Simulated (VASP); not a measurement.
# Ni (Fm-3m) in VASP: notebook

The runs below take Ni through single point, relaxation of cell and atoms, with PBE.

All numbers are computed with VASP 6.6.1; they aren't measurements. Logs are shortened: lines on timing, memory, paths and dates and some standing lists are left out, and cuts for length are marked.

## (1) The cell of the first run

It takes space group Fm-3m (No. 225, cubic). The conventional cell has a = 3.519 Å, b = 3.519 Å, c = 3.519 Å, α = 90.00°, β = 90.00°, γ = 90.00°. Ni (site symmetry m-3m) has 12 Ni at 2.49 Å within 3.3 Å.

## (2) Single point, PBE, collinear spin, ferromagnetic start

The input, INCAR:

```
ALGO     = Normal         # electronic algorithm
EDIFF    = 1E-7           # SCF threshold, eV
ENCUT    = 520            # plane-wave cutoff, eV
GGA      = PE             # functional
ISIF     = 2              # what is computed and relaxed
ISMEAR   = -1             # smearing method
ISPIN    = 2              # spin polarisation
LASPH    = True           # aspherical terms in the spheres
LCHARG   = True           # write CHGCAR
LELF     = True           # ELF
LMAXMIX  = 4              # l up to which the mixer works
LORBIT   = 11             # projections on sites
LREAL    = False          # projectors in reciprocal space
LVHAR    = True         
LWAVE    = False          # write WAVECAR
MAGMOM   = 1              # initial moments
NBANDS   = 15             # bands
NELM     = 150            # most SCF steps
PREC     = Accurate       # precision mode
SIGMA    = 0.05           # smearing width, eV
```

The input, KPOINTS:

```
k-points
0
Gamma
  25 25 25
```

The input, POSCAR:

```
Ni
1.0
    0.0000000000      1.7592837500      1.7592837500
    1.7592837500      0.0000000000      1.7592837500
    1.7592837500      1.7592837500      0.0000000000
Ni
1
Direct
    0.0000000000      0.0000000000      0.0000000000
```

Potentials or basis: VASP PAW PBE potentials, release 64 (Ni).

Command:

```console
> cat potpaw_PBE.64/Ni/POTCAR > POTCAR
> mpirun -np 1 vasp_std > vasp.out
```

OUTCAR:

```text
EDIFF = 1E-7
   ENCUT = 520
   GGA = PE
   ISIF = 2
   ISMEAR = -1
   ISPIN = 2
   LASPH = True
   LORBIT = 11
   LREAL = False
   NELM = 150
   PREC = Accurate

 ion  position               nearest neighbor table
   1  0.000  0.000  0.000-

  LATTYP: Found a face centered cubic cell.
 ALAT       =     3.5185675000

  Lattice vectors:

 A1 = (   0.0000000000,   1.7592837500,   1.7592837500)
 A2 = (   1.7592837500,   0.0000000000,   1.7592837500)
 A3 = (   1.7592837500,   1.7592837500,   0.0000000000)

Analysis of symmetry for initial positions (statically):
=====================================================================
 Subroutine PRICEL returns:
 Original cell was already a primitive cell.

 Routine SETGRP: Setting up the symmetry group for a
 face centered cubic supercell.

 Subroutine GETGRP returns: Found 48 space group operations
 (whereof 48 operations were pure point group operations)
 out of a pool of 48 trial point group operations.

The static configuration has the point symmetry O_h .

Analysis of symmetry for dynamics (positions and initial velocities):
=====================================================================
 Subroutine PRICEL returns:
 Original cell was already a primitive cell.

 Routine SETGRP: Setting up the symmetry group for a
 face centered cubic supercell.

 Subroutine GETGRP returns: Found 48 space group operations
 (whereof 48 operations were pure point group operations)
 out of a pool of 48 trial point group operations.

The dynamic configuration has the point symmetry O_h .

Analysis of structural, dynamic, and magnetic symmetry:
=====================================================================
 Subroutine PRICEL returns:
 Original cell was already a primitive cell.

 Routine SETGRP: Setting up the symmetry group for a
 face centered cubic supercell.

 Subroutine GETGRP returns: Found 48 space group operations
 (whereof 48 operations were pure point group operations)
 out of a pool of 48 trial point group operations.

The overall configuration has the point symmetry O_h .

 Subroutine INISYM returns: Found 48 space group operations
 (whereof 48 operations are pure point group operations),
 and found     1 'primitive' translations

----------------------------------------------------------------------------------------

                                     Primitive cell

  volume of cell :      10.8902

  direct lattice vectors                    reciprocal lattice vectors
     0.000000000  1.759283750  1.759283750    -0.284206570  0.284206570  0.284206570
     1.759283750  0.000000000  1.759283750     0.284206570 -0.284206570  0.284206570
     1.759283750  1.759283750  0.000000000     0.284206570  0.284206570 -0.284206570

  length of vectors
     2.488002939  2.488002939  2.488002939     0.492260219  0.492260219  0.492260219

  position of ions in fractional coordinates (direct lattice)
     0.000000000  0.000000000  0.000000000

  ion indices of the primitive-cell ions
   primitive index   ion index
                 1           1

----------------------------------------------------------------------------------------

 KPOINTS: k-points

Automatic generation of k-mesh.
 Grid dimensions read from file:
 generate k-points for:   25   25   25

 Generating k-lattice:

  Cartesian coordinates                     Fractional coordinates (reciprocal lattice)
    -0.011368263  0.011368263  0.011368263     0.040000000  0.000000000  0.000000000
     0.011368263 -0.011368263  0.011368263     0.000000000  0.040000000  0.000000000
     0.011368263  0.011368263 -0.011368263     0.000000000  0.000000000  0.040000000

  Length of vectors
     0.019690409  0.019690409  0.019690409

  Shift w.r.t. Gamma in fractional coordinates (k-lattice)
     0.000000000  0.000000000  0.000000000

 Subroutine IBZKPT returns following result:
 ===========================================

 Found    455 irreducible k-points:

 Following reciprocal coordinates:
            Coordinates               Weight
  0.000000  0.000000  0.000000      1.000000
  0.040000  0.000000  0.000000      8.000000
  0.080000  0.000000  0.000000      8.000000
  0.120000  0.000000  0.000000      8.000000
  0.160000  0.000000  0.000000      8.000000
  0.200000  0.000000  0.000000      8.000000
[... 16 lines left out ...]
  0.400000  0.040000  0.000000     24.000000
  0.440000  0.040000  0.000000     24.000000
 [... further k-points ...]
   k-points           NKPTS =    455   k-points in BZ     NKDIM =    455   number of bands    NBANDS=     15
   number of dos      NEDOS =    301   number of ions     NIONS =      1
   total plane-waves  NPLWV =   8000
   dimension x,y,z NGX =    20 NGY =   20 NGZ =   20
   dimension x,y,z NGXF=    40 NGYF=   40 NGZF=   40
   ions per type =               1
   NGX,Y,Z   is equivalent  to a cutoff of  13.36, 13.36, 13.36 a.u.
   NGXF,Y,Z  is equivalent  to a cutoff of  26.73, 26.73, 26.73 a.u.
 SYSTEM =  unknown system
   PREC   = accura    normal or accurate (medium, high low for compatibility)
   ISTART =      0    job   : 0-new  1-cont  2-samecut
   ICHARG =      2    charge: 1-file 2-atom 10-const
   ISPIN  =      2    spin polarized calculation?
   LNONCOLLINEAR =      F non collinear calculations
   LSORBIT =      F    spin-orbit coupling
   LASPH  =      T    aspherical Exc in radial PAW
   ENCUT  =  520.0 eV  38.22 Ry    6.18 a.u.   4.63  4.63  4.63*2*pi/ulx,y,z
   NELM   =    150;   NELMIN=  2; NELMDL= -5     # of ELM steps
   EDIFF  = 0.1E-06   stopping-criterion for ELM
   LREAL  =      F    real-space projection
   EDIFFG = 0.1E-05   stopping-criterion for IOM
   NSW    =      0    number of steps for IOM
   IBRION =     -1    ionic relax: 0-MD 1-quasi-New 2-CG
   NFREE  =      0    steps in history (QN), initial steepest desc. (CG)
   ISIF   =      2    stress and relaxation
   ISYM   =      2    0-nonsym 1-usesym 2-fastsym
   POTIM  = 0.5000    time-step for ionic-motion
   TEBEG  =    0.0;   TEEND  =   0.0 temperature during run
   PSTRESS=    0.0 pullay stress
   NELECT =      10.0000    total number of electrons
   NUPDOWN=      -1.0000    fix difference up-down
   EMIN   =  10.00;   EMAX   =-10.00  energy-range for DOS
   EFERMI =   0.00;   METHOD = LEGACY
   ISMEAR =    -1;   SIGMA  =   0.05  broadening in eV -4-tet -1-fermi 0-gaus
   EFERMI_NEDOS =   21; number of points for ismear=-14 and -15
   IALGO  =     38    algorithm
   IMIX   =      4    mixing-type and parameters
     AMIX     =   0.40;   BMIX     =  1.00
     AMIX_MAG =   1.60;   BMIX_MAG =  1.00
  volume/ion in A,a.u.               =      10.89        73.49
  Fermi-wavevector in a.u.,A,eV,Ry     =   1.591215  3.006961 34.449490  2.531966
  Thomas-Fermi vector in A             =   2.689790
   LORBIT       =     11    0 simple, 1 ext, 2 COOP (PROOUT), +10 PAW based schemes
   GGA     = PE    functional components
   LHFCALC =     F    Hartree Fock is set to
   AEXX    =    0.0000 exact exchange contribution
   IVDW    =     0    specifies the selected vdW correction
   LEPSILON=     F    determine dielectric tensor
   LRPA    =     F    only Hartree local field effects (RPA)
 spin polarized calculation
  energy-cutoff  :      520.00
  volume of cell :       10.89
 maximum number of plane-waves:       306
   NGX =  9   NGY =  9   NGZ =  9

 number of electron      10.0000009 magnetization       0.6215574

 Free energy of the ion-electron system (eV)
  ---------------------------------------------------
  ext. energy  EPLUGINS =         0.00000000
  ---------------------------------------------------
  free energy    TOTEN  =        -5.47757465 eV

  energy without entropy =       -5.46334410  energy(sigma->0) =       -5.47045938

 E-fermi :   9.3628     XC(G=0): -13.2499

 val. band max:        9.3624514043   @ k =   0.4000   0.0000   0.0000
 cond. band min:       9.3637778168   @ k =   0.3600   0.1200   0.0400
 fundamental gap:      0.0013264126
 Fermi energy:         9.3627509770

 spin component 1

 k-point     1 :       0.0000    0.0000    0.0000
  band No.  band energies     occupation
      1       0.3596      1.00000
      2       6.9336      1.00000
      3       6.9336      1.00000
      4       6.9336      1.00000
      5       8.1088      1.00000
      6       8.1088      1.00000
      7      33.0789      0.00000
      8      36.9320      0.00000
      9      36.9320      0.00000
     10      36.9320      0.00000
     11      39.8675      0.00000
     12      39.8675      0.00000
     13      39.8675      0.00000
     14      42.8337      0.00000
     15      49.1222      0.00000

 k-point     2 :       0.0400    0.0000    0.0000
  band No.  band energies     occupation
      1       0.4223      1.00000
      2       6.9173      1.00000
      3       6.9478      1.00000
      4       6.9478      1.00000
      5       8.1026      1.00000
      6       8.1026      1.00000
      7      32.9051      0.00000
      8      35.9312      0.00000
      9      36.7672      0.00000
     10      36.7672      0.00000
     11      40.1058      0.00000
     12      40.1058      0.00000
     13      40.5895      0.00000
     14      43.2990      0.00000
     15      48.3914      0.00000
[... 365 lines left out ...]
      3       7.0495      1.00000
      4       7.4783      1.00000
      5       8.6502      1.00000
      6       8.7015      1.00000
      7      17.6869      0.00000
      8      31.6815      0.00000
      9      32.9856      0.00000
     10      34.5725      0.00000
     11      37.5062      0.00000
     12      38.7836      0.00000
     13      43.0001      0.00000
     14      50.6233      0.00000
     15      53.2815      0.00000

 k-point    24 :       0.4400    0.0400    0.0000
  band No.  band energies     occupation
      1       4.4780      1.00000
      2       6.9562      1.00000
      3       7.0102      1.00000
      4       7.9803      1.00000
      5       8.7257      1.00000
      6       9.0001      0.99929
      7      16.2995      0.00000
      8      31.4645      0.00000
      9      33.0812      0.00000
     10      34.0566      0.00000
     11      37.4539      0.00000
     12      38.1981      0.00000
     13      43.2616      0.00000
     14      52.2731      0.00000
     15      54.7781      0.00000

 [... further k-points ...]

 spin component 2

 k-point     1 :       0.0000    0.0000    0.0000
  band No.  band energies     occupation
      1       0.3242      1.00000
      2       7.6819      1.00000
      3       7.6819      1.00000
      4       7.6819      1.00000
      5       8.6900      1.00000
      6       8.6900      1.00000
      7      32.9158      0.00000
      8      36.9128      0.00000
      9      36.9128      0.00000
     10      36.9128      0.00000
     11      39.9670      0.00000
     12      39.9670      0.00000
     13      39.9670      0.00000
     14      42.7111      0.00000
     15      49.3179      0.00000

 k-point     2 :       0.0400    0.0000    0.0000
  band No.  band energies     occupation
      1       0.3870      1.00000
      2       7.6634      1.00000
      3       7.6968      1.00000
      4       7.6968      1.00000
      5       8.6834      1.00000
      6       8.6834      1.00000
      7      32.7608      0.00000
      8      35.9267      0.00000
      9      36.7617      0.00000
     10      36.7617      0.00000
     11      40.1896      0.00000
     12      40.1896      0.00000
     13      40.6353      0.00000
     14      43.2015      0.00000
     15      48.5647      0.00000
[... 365 lines left out ...]
      3       7.6779      1.00000
      4       7.7965      1.00000
      5       9.3801      0.41414
      6       9.3817      0.40653
      7      17.9546      0.00000
      8      31.5614      0.00000
      9      33.0715      0.00000
     10      34.6703      0.00000
     11      37.5219      0.00000
     12      38.8171      0.00000
     13      43.0780      0.00000
     14      50.7316      0.00000
     15      53.3494      0.00000

 k-point    24 :       0.4400    0.0400    0.0000
  band No.  band energies     occupation
      1       4.8436      1.00000
      2       7.5596      1.00000
      3       7.6297      1.00000
      4       8.2369      1.00000
      5       9.4688      0.10707
      6       9.5886      0.01080
      7      16.6277      0.00000
      8      31.3403      0.00000
      9      33.1642      0.00000
     10      34.1474      0.00000
     11      37.4768      0.00000
     12      38.2364      0.00000
     13      43.3639      0.00000
     14      52.4068      0.00000
     15      54.8801      0.00000

 [... further k-points ...]
[... 5 lines left out ...]
  --------------------------------------------------------------------------------------
  -------------------------------------------------------------------------------------
  Total       -0.0029999     -0.0029999     -0.0029999     -0.0000000      0.0000000     -0.0000000
  in kB       -0.4413470     -0.4413470     -0.4413470     -0.0000000      0.0000000     -0.0000000
  external PRESSURE =      -0.4413470 kB  Pullay stress =       0.0000000 kB

 VOLUME and BASIS-vectors are now :
 -----------------------------------------------------------------------------
  energy-cutoff  :      520.00
  volume of cell :       10.89
      direct lattice vectors                 reciprocal lattice vectors
     0.000000000  1.759283750  1.759283750    -0.284206570  0.284206570  0.284206570
     1.759283750  0.000000000  1.759283750     0.284206570 -0.284206570  0.284206570
     1.759283750  1.759283750  0.000000000     0.284206570  0.284206570 -0.284206570

 POSITION                                       TOTAL-FORCE (eV/Angst)
 -----------------------------------------------------------------------------------
      0.00000      0.00000      0.00000        -0.000000     -0.000000     -0.000000
 -----------------------------------------------------------------------------------
    total drift:                                0.000000     -0.000000      0.000000

  FREE ENERGIE OF THE ION-ELECTRON SYSTEM (eV)
  ---------------------------------------------------
  free  energy   TOTEN  =        -5.4775746548 eV

  energy  without entropy=       -5.4633440989  energy(sigma->0) =       -5.47045938

 total charge

# of ion       s       p       d       tot
------------------------------------------
    1        0.497   0.497   8.314   9.308

 magnetization (x)

# of ion       s       p       d       tot
------------------------------------------
    1       -0.007  -0.025   0.665   0.634
```

It took 2.6 min on 1 thread of Intel Xeon Platinum 8488C (Sapphire Rapids), shared host; peak memory 0.22 GiB.

What came out:

```
Free energy                                           : -5.4776 eV
Pressure                                              : 0.0 GPa
Net moment                                            : 0.62 μB per cell
Site moments                                          : Ni +0.63 μB
Valence electrons inside the program's atomic spheres : Ni 9.31
```

## (3) Relaxation of cell and atoms, PBE, collinear spin, ferromagnetic start

This run uses another cell than the first one, of 10.94 Å³/atom, 1.005 times its volume.

The input, INCAR:

```
PREC = Accurate ; ENCUT = 600
EDIFF = 1E-6 ; ISMEAR = -1
SIGMA = 0.05 ; LREAL = F
LASPH = T ; NELM = 150
ALGO = Normal ; ISIF = 3
LWAVE = F ; LCHARG = F
ISPIN = 2 ; MAGMOM = 1
LORBIT = 11 ; LMAXMIX = 4
GGA = PE ; IBRION = 2
NSW = 100 ; EDIFFG = -0.003
```

The input, KPOINTS:

```
regular mesh
0
Gamma
  25 25 25
```

The input, POSCAR:

```
Ni
1.0
    0.0000000000      1.7619350000      1.7619350000
    1.7619350000      0.0000000000      1.7619350000
    1.7619350000      1.7619350000      0.0000000000
Ni
1
Direct
    0.0000000000      0.0000000000      0.0000000000
```

Potentials or basis: VASP PAW PBE potentials, release 64 (Ni).

Command:

```console
> cat potpaw_PBE.64/Ni/POTCAR > POTCAR
> mpirun -np 1 vasp_std > vasp.out
```

It took 3 min on 1 thread of Intel Xeon Platinum 8488C (Sapphire Rapids), shared host; peak memory 0.22 GiB.

The run converged. Its results:

```yaml
Free_energy: -5.4773 eV
Relaxed_volume: 10.88 Å³/atom
Relaxed_cell: a = 2.487 Å, b = 2.487 Å, c = 2.487 Å, α = 60.00°, β = 60.00°, γ = 60.00°
Space_group_after_relaxing_to_0.05_Å: Fm-3m (No. 225)
Energy_gained_by_relaxing: 0.2 meV/atom
Ionic_steps: 3
Pressure_after_relaxing: 0.0 GPa
Net_moment: 0.62 μB per cell
Site_moments: Ni +0.63 μB
Valence_electrons_inside_the_program's_atomic_spheres: Ni 9.31
```

Step by step:
| step | energy change (eV) | largest force (eV/Å) | pressure (GPa) | volume (Å³) |
| --- | --- | --- | --- | --- |
| 1 | 0.0000 | 0.0000 | -1.05 | 10.94 |
| 2 | 0.0000 | 0.0000 | 1.04 | 10.83 |
| 3 | -0.0002 | 0.0000 | 0.03 | 10.88 |

Final structure:
```yaml
crystal:
  lattice:
    - [0.00000, 1.75887, 1.75887]
    - [1.75887, 0.00000, 1.75887]
    - [1.75887, 1.75887, 0.00000]
  atoms:
    - { symbol: Ni, position: [0.00000, 0.00000, 0.00000] }
```

Levels at points of the mesh, in eV from the Fermi level:
Spin up:
```csv
k point,band 2,band 3,band 4,band 5,band 6,band 7,band 8,band 9
"(0.00, 0.00, 0.00)",-2.43,-2.43,-2.43,-1.25,-1.25,23.72,27.58,27.58
```
Spin down:
```tsv
k point	band 2	band 3	band 4	band 5	band 6	band 7	band 8	band 9
(0.00, 0.00, 0.00)	-1.68	-1.68	-1.68	-0.67	-0.67	23.56	27.56	27.56
```
